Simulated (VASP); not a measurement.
A run of VASP 6.6.1:

File INCAR:

```
SYSTEM = Pt
  PREC = Accurate
  ENCUT = 520
  EDIFF = 1E-6
  ISMEAR = 0
  SIGMA = 0.15
  LREAL = .False.
  LASPH = .True.
  NELM = 150
  ALGO = Normal
  ISIF = 2
  LWAVE = .False.
  LCHARG = .False.
  ISPIN = 2
  MAGMOM = 0.15
  LORBIT = 11
  NUPDOWN = 0.15
  LMAXMIX = 4
  GGA = PS
  NBANDS = 15
```

File KPOINTS:

```
Automatic mesh
0
Gamma
  22 22 22
  0 0 0
```

The input POSCAR:

```
Pt
1.0
    0.0000000000      1.8665426505      1.8665426505
    1.8665426505      0.0000000000      1.8665426505
    1.8665426505      1.8665426505      0.0000000000
Pt
1
Direct
    0.0000000000      0.0000000000      0.0000000000
```

Potentials or basis: VASP PAW PBE potentials, release 64 (Pt).

The run is started by

```console
$ cat potpaw_PBE.64/Pt/POTCAR > POTCAR
$ mpirun -np 1 vasp_std > vasp.out
```

Hardware: 1 thread of Intel(R) Xeon(R) 6975P-C (Granite Rapids) (shared host).

Question: Estimate the wall time of this run.

Answer: Wall time 44 s on 1 thread of Intel(R) Xeon(R) 6975P-C (Granite Rapids) (shared host), peak memory 0.21 GiB. Counts: scf iterations 12, k points 328.
